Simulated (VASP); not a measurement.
A run of VASP 6.6.1:

The input INCAR:

```
ALGO = Normal
EDIFF = 1E-6
EDIFFG = -0.005
ENCUT = 600
GGA = PS
IBRION = 2
ISIF = 3
ISMEAR = -1
LASPH = T
LCHARG = F
LREAL = F
LWAVE = F
NELM = 80
NSW = 100
PREC = Accurate
SIGMA = 0.05
```

Contents of KPOINTS:

```
k-points
0
Gamma
  10 10 6
```

File POSCAR:

```
HfSi
1.0
    4.0149533272      0.0000000000      0.0000000000
   -2.0074766636      3.4770515764      0.0000000000
    0.0000000000      0.0000000000      6.0224299908
Hf Si
2 2
Direct
    0.0000000000      0.0000000000      0.0000000000
    0.0000000000      0.0000000000      0.5000000000
    0.3333333333      0.6666666667      0.2500000000
    0.6666666667      0.3333333333      0.7500000000
```

Potentials or basis: VASP PAW PBE potentials, release 64 (Hf_pv, Si).

Run with:

```bash
$ cat potpaw_PBE.64/Hf_pv/POTCAR potpaw_PBE.64/Si/POTCAR > POTCAR
$ mpirun -np 1 vasp_std > vasp.out
```

Hardware: 1 thread of Intel(R) Xeon(R) 6975P-C (Granite Rapids), on a shared host.

Problem. Estimate the wall time of this run.

Solution. Wall time 2.9 min on 1 thread of Intel(R) Xeon(R) 6975P-C (Granite Rapids), with other jobs on the host, peak memory 0.3 GiB. Counts: scf iterations 75, k points 56, ion steps 12.
